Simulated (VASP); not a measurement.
# Si7O16 (a cell with a defect) in VASP: a series of runs

Runs on Si7O16 (a cell with a defect). Level: PBE. Tasks: single point.

All numbers are computed with VASP 6.6.1; they aren't measurements. Logs are shortened: lines on timing, memory, paths and dates and some standing lists are left out, and cuts for length are marked.

## 1. The cell of the first run

The cell holds a defect, 23 atoms: a = 5.869 Å, b = 5.869 Å, c = 5.315 Å, α = 90.00°, β = 90.00°, γ = 90.00°.

## 2. Single point, PBE

INCAR

```
SYSTEM = Si7O16
ALGO = Normal ; EDIFF = 1E-7
ENCUT = 520 ; GGA = PE
ISIF = 2 ; ISMEAR = 0
LASPH = .TRUE. ; LCHARG = .FALSE.
LREAL = Auto ; LWAVE = .FALSE.
NBANDS = 79 ; NELM = 60
PREC = Accurate ; SIGMA = 0.02
```

KPOINTS

```
k-points
0
G
  2 2 2
  0 0 0
```

POSCAR

```
Si7O16
1.0
   -4.1501000000     -4.1501000000      0.0000000000
    4.1501000000     -4.1501000000      0.0000000000
    0.0000000000      0.0000000000      5.3150000000
Si O
7 16
Direct
    0.5073245223      0.4993271246     -0.0011286924
    0.0144909761      0.4993915809      0.2494528692
    0.5072244042      0.4993351967      0.5006112888
    0.0098860268      0.4995289270      0.7495804327
    0.4481970314     -0.0007227537      0.2493604892
   -0.1216026120     -0.0008257632      0.2515341486
    0.4998048240     -0.0007023927      0.7499772342
    0.2091447194      0.4992071275     -0.0064654751
    0.0285932869      0.2186694297      0.2494556914
    0.8102368618      0.4997065131      0.0031663217
    0.0293518228      0.7801643334      0.2493678269
    0.2091442375      0.4992237536      0.5054368768
    0.0028027035      0.2105328787      0.7484596425
    0.8101497554      0.4997261512      0.4958022578
    0.0033244982      0.7885503964      0.7483565381
    0.6924260861     -0.0008075709      0.0185501411
    0.4992239946      0.6941894171      0.2497840075
    0.3023723525     -0.0004521578     -0.0172365005
    0.4995232645      0.3045029035      0.2497956726
    0.6924919881     -0.0008214260      0.4834163688
    0.5161109371      0.6956133587      0.7498323612
    0.3027382473     -0.0004575793      0.5163175917
    0.5164633382      0.3030614925      0.7498238946
```

Potentials or basis: VASP PAW PBE potentials, release 64 (Si, O).

Run with:

```console
cat potpaw_PBE.64/Si/POTCAR potpaw_PBE.64/O/POTCAR > POTCAR
mpirun -np 1 vasp_std > vasp.out
```

OUTCAR:

```text
SYSTEM = Si7O16
   EDIFF = 1E-7
   ENCUT = 520
   GGA = PE
   ISIF = 2
   ISMEAR = 0
   LASPH = .TRUE.
   LREAL = Auto
   NELM = 60
   PREC = Accurate

 ion  position               nearest neighbor table
   1  0.507  0.499  0.999-   8 1.75  21 1.76  23 1.76  19 1.76  17 1.76  10 1.78   3 2.65   3 2.67

   2  0.014  0.499  0.249-   9 1.65  11 1.65  10 1.77  14 1.78   8 1.78  12 1.78   4 2.66   4 2.66
                             6 3.04   6 3.04
   3  0.507  0.499  0.501-  12 1.75  21 1.76  23 1.76  19 1.76  17 1.76  14 1.78   1 2.65   1 2.67

   4  0.010  0.500  0.750-  13 1.70  15 1.70   8 1.75  12 1.75  10 1.79  14 1.79   2 2.66   2 2.66

   5  0.448  0.999  0.249-  18 1.66  22 1.66  17 1.82  19 1.82  16 1.89  20 1.90   6 2.52   7 2.67
                             7 2.68
   6  0.878  0.999  0.252-   9 1.56  11 1.56  20 1.65  16 1.65   5 2.52   2 3.04   2 3.04
   7  0.500  0.999  0.750-  18 1.70  22 1.70  21 1.78  23 1.79  20 1.81  16 1.82   5 2.67   5 2.68

   8  0.209  0.499  0.994-   4 1.75   1 1.75   2 1.78
   9  0.029  0.219  0.249-   6 1.56   2 1.65
  10  0.810  0.500  0.003-   2 1.77   1 1.78   4 1.79
  11  0.029  0.780  0.249-   6 1.56   2 1.65
  12  0.209  0.499  0.505-   4 1.75   3 1.75   2 1.78
  13  0.003  0.211  0.748-   4 1.70
  14  0.810  0.500  0.496-   2 1.78   3 1.78   4 1.79
  15  0.003  0.789  0.748-   4 1.70
  16  0.692  0.999  0.019-   6 1.65   7 1.82   5 1.89
  17  0.499  0.694  0.250-   3 1.76   1 1.76   5 1.82
  18  0.302  1.000  0.983-   5 1.66   7 1.70
  19  0.500  0.305  0.250-   3 1.76   1 1.76   5 1.82
  20  0.692  0.999  0.483-   6 1.65   7 1.81   5 1.90
  21  0.516  0.696  0.750-   1 1.76   3 1.76   7 1.78
  22  0.303  1.000  0.516-   5 1.66   7 1.70
  23  0.516  0.303  0.750-   1 1.76   3 1.76   7 1.79

  LATTYP: Found a simple tetragonal cell.
 ALAT       =     5.8691277052
 C/A-ratio  =     0.9055860201

  Lattice vectors:

 A1 = (  -4.1501000000,  -4.1501000000,   0.0000000000)
 A2 = (   4.1501000000,  -4.1501000000,   0.0000000000)
 A3 = (   0.0000000000,   0.0000000000,   5.3150000000)

Analysis of symmetry for initial positions (statically):
=====================================================================
 Subroutine PRICEL returns:
 Original cell was already a primitive cell.

 Routine SETGRP: Setting up the symmetry group for a
 simple tetragonal supercell.

 Subroutine GETGRP returns: Found  1 space group operations
 (whereof  1 operations were pure point group operations)
 out of a pool of 16 trial point group operations.

The static configuration has the point symmetry C_1 .

Analysis of symmetry for dynamics (positions and initial velocities):
=====================================================================
 Subroutine PRICEL returns:
 Original cell was already a primitive cell.

 Routine SETGRP: Setting up the symmetry group for a
 simple tetragonal supercell.

 Subroutine GETGRP returns: Found  1 space group operations
 (whereof  1 operations were pure point group operations)
 out of a pool of 16 trial point group operations.

The dynamic configuration has the point symmetry C_1 .

 Subroutine INISYM returns: Found  1 space group operations
 (whereof  1 operations are pure point group operations),
 and found     1 'primitive' translations

----------------------------------------------------------------------------------------

                                     Primitive cell

  volume of cell :     183.0840

  direct lattice vectors                    reciprocal lattice vectors
    -4.150100000 -4.150100000  0.000000000    -0.120479025 -0.120479025  0.000000000
     4.150100000 -4.150100000  0.000000000     0.120479025 -0.120479025  0.000000000
     0.000000000  0.000000000  5.315000000     0.000000000  0.000000000  0.188146754

  length of vectors
     5.869127705  5.869127705  5.315000000     0.170383071  0.170383071  0.188146754

  position of ions in fractional coordinates (direct lattice)
     0.507324522  0.499327125  0.998871308
     0.014490976  0.499391581  0.249452869
[... 51 lines left out ...]
   NUPDOWN=      -1.0000    fix difference up-down
   EMIN   =  10.00;   EMAX   =-10.00  energy-range for DOS
   EFERMI =   0.00;   METHOD = LEGACY
   ISMEAR =     0;   SIGMA  =   0.02  broadening in eV -4-tet -1-fermi 0-gaus
   EFERMI_NEDOS =   21; number of points for ismear=-14 and -15
   IALGO  =     38    algorithm
   IMIX   =      4    mixing-type and parameters
     AMIX     =   0.40;   BMIX     =  1.00
     AMIX_MAG =   1.60;   BMIX_MAG =  1.00
  volume/ion in A,a.u.               =       7.96        53.72
  Fermi-wavevector in a.u.,A,eV,Ry     =   1.437690  2.716840 28.122598  2.066953
  Thomas-Fermi vector in A             =   2.556740
   LORBIT       =      0    0 simple, 1 ext, 2 COOP (PROOUT), +10 PAW based schemes
   GGA     = PE    functional components
   LHFCALC =     F    Hartree Fock is set to
   AEXX    =    0.0000 exact exchange contribution
   IVDW    =     0    specifies the selected vdW correction
   LEPSILON=     F    determine dielectric tensor
   LRPA    =     F    only Hartree local field effects (RPA)
 non-spin polarized calculation
 Gauss-broadening in eV      SIGMA  =   0.02
  energy-cutoff  :      520.00
  volume of cell :      183.08
 maximum number of plane-waves:      4948
 NGX is ok and might be reduce to    48
   NGX = 21   NGY = 21   NGZ = 19

 number of electron     123.9999965 magnetization

 Free energy of the ion-electron system (eV)
  ---------------------------------------------------
  ext. energy  EPLUGINS =         0.00000000
  ---------------------------------------------------
  free energy    TOTEN  =      -161.84424409 eV

  energy without entropy =     -161.83984710  energy(sigma->0) =     -161.84204559

 E-fermi :   6.6653     XC(G=0): -12.0579

 val. band max:        6.6578621696   @ k =   0.0000   0.0000   0.5000
 cond. band min:       6.6680169840   @ k =   0.0000   0.5000   0.5000
 fundamental gap:      0.0101548144
 Fermi energy:         6.6652690654

 k-point     1 :       0.0000    0.0000    0.0000
  band No.  band energies     occupation
      1     -15.5200      2.00000
      2     -13.8999      2.00000
      3     -13.2785      2.00000
      4     -12.9079      2.00000
      5     -12.8043      2.00000
      6     -12.4046      2.00000
[... 66 lines left out ...]
     73      16.8701      0.00000
     74      17.0873      0.00000
[... 537 lines left out ...]
     73      17.2207      0.00000
     74      17.4664      0.00000
 [bands above 74 left out]

------------------------ aborting loop because EDIFF is reached ----------------------------------------

  FORCE on cell =-STRESS in cart. coord.  units (eV):
  Direction    XX          YY          ZZ          XY          YZ          ZX
  --------------------------------------------------------------------------------------
  -------------------------------------------------------------------------------------
  Total       30.8257851     30.8517288     20.6150236     -0.9745065      0.0990726      0.0996414
  in kB      269.7580050    269.9850400    180.4031143     -8.5279557      0.8669889      0.8719669
  external PRESSURE =     240.0487198 kB  Pullay stress =       0.0000000 kB

 VOLUME and BASIS-vectors are now :
 -----------------------------------------------------------------------------
  energy-cutoff  :      520.00
  volume of cell :      183.08
      direct lattice vectors                 reciprocal lattice vectors
    -4.150100000 -4.150100000  0.000000000    -0.120479025 -0.120479025  0.000000000
     4.150100000 -4.150100000  0.000000000     0.120479025 -0.120479025  0.000000000
     0.000000000  0.000000000  5.315000000     0.000000000  0.000000000  0.188146754

 POSITION                                       TOTAL-FORCE (eV/Angst)
 -----------------------------------------------------------------------------------
     -0.03319     -4.17770      5.30900        -0.003221     -0.004824     -0.002929
      2.01239     -2.13266      1.32584        -0.009048     -0.010070     -0.006748
     -0.03274     -4.17732      2.66075        -0.004245     -0.005198      0.007248
      2.03207     -2.11412      3.98402        -0.006073     -0.005347      0.002582
      2.28704     -6.00716      1.32535         0.018991      0.012866      0.007091
      0.50124     -7.79211      1.33690        -0.017243     -0.029922     -0.060165
[... 15 lines left out ...]
      2.89181     -5.40460      2.74423         0.032629      0.033770      0.017734
     -0.88564     -3.40111      3.98531        -0.015926      0.017824     -0.003003
 -----------------------------------------------------------------------------------
    total drift:                                0.003288      0.008769     -0.001959

  FREE ENERGIE OF THE ION-ELECTRON SYSTEM (eV)
  ---------------------------------------------------
  free  energy   TOTEN  =      -161.8442440881 eV

  energy  without entropy=     -161.8398470991  energy(sigma->0) =     -161.84204559
```

It took 3.7 min on 1 thread of Intel Xeon Platinum 8259CL at 2.50GHz (Skylake/Cascade Lake), shared host; peak memory 0.31 GiB.

What came out:

* Free energy: -161.8442 eV
* Pressure: 24.0 GPa
* Largest force: 0.082 eV/Å
* Band gap on the k mesh: zero (band 62 reaches 6.73 eV, above the bottom of band 63 at 6.65 eV)

Forces in eV/Å, atoms in the order of the input:
```
Si  -0.003 -0.005 -0.003
Si  -0.009 -0.010 -0.007
Si  -0.004 -0.005  0.007
Si  -0.006 -0.005  0.003
Si   0.019  0.013  0.007
Si  -0.017 -0.030 -0.060
Si  -0.046 -0.053 -0.005
O   -0.002  0.000  0.001
O   -0.005 -0.014  0.010
O    0.004  0.010  0.010
O   -0.008  0.007  0.013
O   -0.011 -0.007  0.007
O   -0.056  0.055  0.016
O    0.008  0.012  0.001
O    0.057 -0.056  0.018
O    0.008  0.011 -0.032
O    0.013 -0.014  0.002
O    0.034  0.036 -0.015
O   -0.013  0.011  0.002
O    0.006  0.007  0.012
O    0.015 -0.015 -0.002
O    0.033  0.034  0.018
O   -0.016  0.018 -0.003
```

Stress tensor (GPa, compression positive):
```
26.98 -0.85  0.09
-0.85 27.00  0.09
 0.09  0.09 18.04
```

Caveat: the k points lie up to 0.59 Å⁻¹ apart.

## 3. Single point, PBE

INCAR

```
SYSTEM = Si7O16
ALGO = Normal
EDIFF = 1E-6
ENCUT = 520
GGA = PE
ISIF = 2
ISMEAR = 0
LASPH = .True.
LCHARG = .False.
LREAL = Auto
LWAVE = .False.
NBANDS = 79
NELM = 100
PREC = Accurate
SIGMA = 0.02
```

KPOINTS

```
k-points
0
Gamma
  2 2 2
  0 0 0
```

POSCAR

```
Si7O16
1.0
   -4.1501000000     -4.1501000000      0.0000000000
    4.1501000000     -4.1501000000      0.0000000000
    0.0000000000      0.0000000000      5.3150000000
Si O
7 16
Direct
    0.4992765235      0.4990931544      0.0022856068
   -0.0007733549      0.4990854437      0.2514948260
    0.4992796559      0.4990989374      0.5044097836
   -0.0007326329      0.4990432761      0.7564999059
    0.4993341124     -0.0008986530      0.2497939793
   -0.0006675743     -0.0009316643      0.3775755409
    0.4993312209     -0.0009029903      0.7530047037
    0.1999103636      0.4990665285     -0.0014487300
   -0.0006102263      0.2273784969      0.2378267168
    0.7986470206      0.4990653237     -0.0014174976
   -0.0006175755      0.7707934749      0.2377448730
    0.1984294354      0.4990862871      0.5071332079
   -0.0006627551      0.2064185200      0.7438223895
    0.8001239729      0.4990837570      0.5070982126
   -0.0006642009      0.7916709236      0.7437587959
    0.6919860967     -0.0009022674      0.0013809972
    0.4992818245      0.6925892147      0.2536553151
    0.3066935736     -0.0008973278      0.0013776105
    0.4992843546      0.3056015518      0.2536635936
    0.7011374425     -0.0009107009      0.4912628410
    0.4992996554      0.6957792583      0.7513424271
    0.2975464447     -0.0009102190      0.4912767639
    0.4993018241      0.3024111467      0.7513343368
```

Potentials or basis: VASP PAW PBE potentials, release 64 (Si, O).

Run with:

```console
cat potpaw_PBE.64/Si/POTCAR potpaw_PBE.64/O/POTCAR > POTCAR
mpirun -np 1 vasp_std > vasp.out
```

Wall time 11 min (1 thread of AMD EPYC 7R43 (Zen 3), shared host); peak memory 0.27 GiB.

It converged, with:

| Quantity | Value |
| --- | --- |
| Free energy | -162.4268 eV |
| Pressure | 21.0 GPa |
| Largest force | 6.695 eV/Å |
| Band gap on the k mesh | zero (band 62 reaches 6.70 eV, above the bottom of band 63 at 6.47 eV) |

Forces on the atoms (eV/Å):
```
Si  -0.001  0.000 -0.068
Si   0.001 -0.006 -0.231
Si  -0.001 -0.001 -0.117
Si   0.023 -0.024  0.107
Si   0.001 -0.002 -0.252
Si  -0.005  0.005  6.695
Si   0.001  0.000 -0.185
O   -0.010 -0.009 -0.028
O   -0.660  0.661 -0.916
O    0.008  0.008 -0.027
O    0.662 -0.658 -0.911
O    0.056  0.059 -0.203
O   -0.206  0.208 -0.645
O   -0.059 -0.058 -0.206
O    0.190 -0.187 -0.651
O    0.357  0.356 -0.705
O    0.059 -0.060 -0.072
O   -0.356 -0.356 -0.707
O   -0.059  0.059 -0.069
O    0.000  0.001 -0.210
O   -0.031  0.031 -0.195
O    0.001  0.000 -0.208
O    0.032 -0.030 -0.195
```

Stress tensor (GPa, compression positive):
```
22.55 -9.61  0.01
-9.61 22.55 -0.01
 0.01 -0.01 18.04
```

Levels at points of the mesh, in eV from the Fermi level:
```
           k point  band 58  band 59  band 60  band 61  band 62  band 63  band 64  band 65  band 66  band 67
(0.00, 0.00, 0.00)    -0.72    -0.68    -0.19    -0.13     0.02     0.14     0.67     5.84     7.14     7.57
(0.50, 0.00, 0.00)    -0.68    -0.55    -0.45    -0.25    -0.07    -0.04     0.03     7.04     7.52     8.32
(0.00, 0.50, 0.00)    -1.12    -0.62    -0.49    -0.44    -0.19     0.12     0.25     6.45     7.50     8.01
(0.50, 0.50, 0.00)    -0.78    -0.38    -0.24    -0.22     0.02     0.13     0.14     7.59     7.80     8.44
(0.00, 0.00, 0.50)    -0.71    -0.71    -0.31    -0.30    -0.09     0.01     0.04     6.55     8.20     8.73
(0.50, 0.00, 0.50)    -0.49    -0.48    -0.47     0.00     0.04     0.08     0.21     7.74     8.00     9.24
(0.00, 0.50, 0.50)    -0.56    -0.47    -0.38    -0.37    -0.31     0.02     0.11     6.60     8.68     8.72
(0.50, 0.50, 0.50)    -0.71    -0.55    -0.46    -0.35    -0.34    -0.19    -0.04     7.85     8.89     9.82
```

Caveat: the k points lie up to 0.59 Å⁻¹ apart.

## 4. Single point, PBE

INCAR

```
SYSTEM = Si7O16
  ALGO = Normal
  EDIFF = 1E-6
  ENCUT = 520
  GGA = PE
  ISIF = 2
  ISMEAR = 0
  LASPH = .TRUE.
  LCHARG = .TRUE.
  LELF = .TRUE.
  LREAL = Auto
  LVHAR = .TRUE.
  LWAVE = .FALSE.
  NBANDS = 79
  NELM = 100
  PREC = Accurate
  SIGMA = 0.02
```

KPOINTS

```
k-points
0
G
  2 2 2
  0 0 0
```

POSCAR

```
Si7O16
1.0
   -4.1501000000     -4.1501000000      0.0000000000
    4.1501000000     -4.1501000000      0.0000000000
    0.0000000000      0.0000000000      5.3150000000
Si O
7 16
Direct
    0.4997401267      0.4997039830     -0.0050037629
   -0.0003108359      0.4996910918      0.2478957667
    0.4997389220      0.4997085612      0.4971204139
   -0.0002701140      0.4996573577      0.7428938852
    0.4997919327     -0.0002892701      0.2496240828
   -0.0002114407     -0.0002904749      0.1218620884
    0.4997896436     -0.0002927640      0.7464139229
    0.1988884605      0.4996773572     -0.0077288805
   -0.0001524060      0.2279835426      0.2616925682
    0.8005873352      0.4996762729     -0.0076961430
   -0.0001592733      0.7713973157      0.2616069614
    0.2003749307      0.4996963929      0.5008513641
   -0.0002045734      0.2070328426      0.7556558796
    0.7991062866      0.4996942242      0.5008206961
   -0.0002056577      0.7922829570      0.7556003763
    0.7015980338     -0.0002937279      0.0081571025
    0.4997432592      0.6931993205      0.2457446849
    0.2980026987     -0.0002908364      0.0081437441
    0.4997456688      0.3062117780      0.2457499530
    0.6924437965     -0.0002987880      0.4980368768
    0.4997603672      0.6963896051      0.7480737535
    0.3071523578     -0.0002973422      0.4980415804
    0.4997621744      0.3030211320      0.7480682973
```

Run with:

```console
cat potpaw_PBE.64/Si/POTCAR potpaw_PBE.64/O/POTCAR > POTCAR
mpirun -np 1 vasp_std > vasp.out
```

It took 6.8 min on 1 thread of AMD EPYC 7R43 (Zen 3), shared host; peak memory 0.27 GiB.

The run converged. Its results:

| Property | Result |
| --- | --- |
| Free energy | -162.4262 eV |
| Pressure | 21.1 GPa |
| Largest force | 6.694 eV/Å |
| Band gap on the k mesh | zero (band 62 reaches 6.70 eV, above the bottom of band 63 at 6.47 eV) |

Forces in eV/Å, atoms in the order of the input:
```
Si   0.000 -0.001  0.116
Si  -0.002 -0.003  0.232
Si  -0.001  0.001  0.069
Si   0.002 -0.003 -0.106
Si   0.001 -0.001  0.251
Si   0.000  0.001 -6.694
Si   0.000  0.000  0.186
O    0.059  0.058  0.204
O   -0.662  0.664  0.912
O   -0.059 -0.059  0.204
O    0.664 -0.662  0.914
O   -0.010 -0.010  0.027
O   -0.199  0.201  0.646
O    0.009  0.008  0.028
O    0.200 -0.198  0.649
O    0.000  0.000  0.209
O    0.059 -0.059  0.072
O    0.000  0.001  0.209
O   -0.060  0.060  0.071
O    0.357  0.357  0.706
O   -0.033  0.032  0.195
O   -0.356 -0.355  0.705
O    0.032 -0.031  0.194
```

Stress tensor (GPa, compression positive):
```
22.55 -9.60  0.00
-9.60 22.55  0.00
 0.00  0.00 18.06
```

Levels at points of the mesh, in eV from the Fermi level:
```
           k point  band 58  band 59  band 60  band 61  band 62  band 63  band 64  band 65  band 66  band 67
(0.00, 0.00, 0.00)    -0.72    -0.68    -0.19    -0.13     0.02     0.14     0.67     5.84     7.14     7.57
(0.50, 0.00, 0.00)    -0.68    -0.55    -0.45    -0.25    -0.07    -0.04     0.03     7.04     7.52     8.32
(0.00, 0.50, 0.00)    -1.12    -0.62    -0.49    -0.44    -0.19     0.12     0.25     6.45     7.50     8.01
(0.50, 0.50, 0.00)    -0.78    -0.38    -0.24    -0.22     0.02     0.13     0.14     7.59     7.80     8.44
(0.00, 0.00, 0.50)    -0.71    -0.71    -0.31    -0.30    -0.09     0.01     0.04     6.55     8.20     8.73
(0.50, 0.00, 0.50)    -0.49    -0.48    -0.47     0.00     0.04     0.08     0.21     7.73     8.00     9.24
(0.00, 0.50, 0.50)    -0.56    -0.47    -0.38    -0.37    -0.31     0.02     0.11     6.60     8.68     8.72
(0.50, 0.50, 0.50)    -0.71    -0.55    -0.46    -0.35    -0.34    -0.19    -0.04     7.85     8.89     9.82
```

Caveat: the k points lie up to 0.59 Å⁻¹ apart.
